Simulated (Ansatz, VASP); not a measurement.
## Two plane-wave programs on GaN

```xyz
2
Lattice="0.0000 2.0977 2.0977 2.0977 0.0000 2.0977 2.0977 2.0977 0.0000" Properties=species:S:1:pos:R:3 pbc="T T T"
Ga    2.0977    2.0977    2.0977
N     0.0000    0.0000    0.0000
```

Alike in both runs: task single point; functional revPBE; dispersion D4; k mesh 10 × 10 × 10; occupations gaussian, width 0.05 eV; no spin polarisation.

```csv
,VASP,Ansatz
version,VASP 6.6.1,Ansatz 0.2.0
potentials or method,"VASP PAW PBE potentials, release 64 (Ga_d, N), cutoff 520 eV","scalar-relativistic, plane waves, PAW"
valence electrons in the cell,18,18
```

Ansatz gave:

* gap on the k mesh at the Fermi level (eV): 0.84
* least direct gap on the mesh (eV): 3.03
* pressure (GPa): 0.0

Estimate VASP's values.

gap on the k mesh at the Fermi level (eV): 0.83; least direct gap on the mesh (eV): 3.04; pressure (GPa): 0.9.

VASP's potentials were made for PBE, not for revPBE.
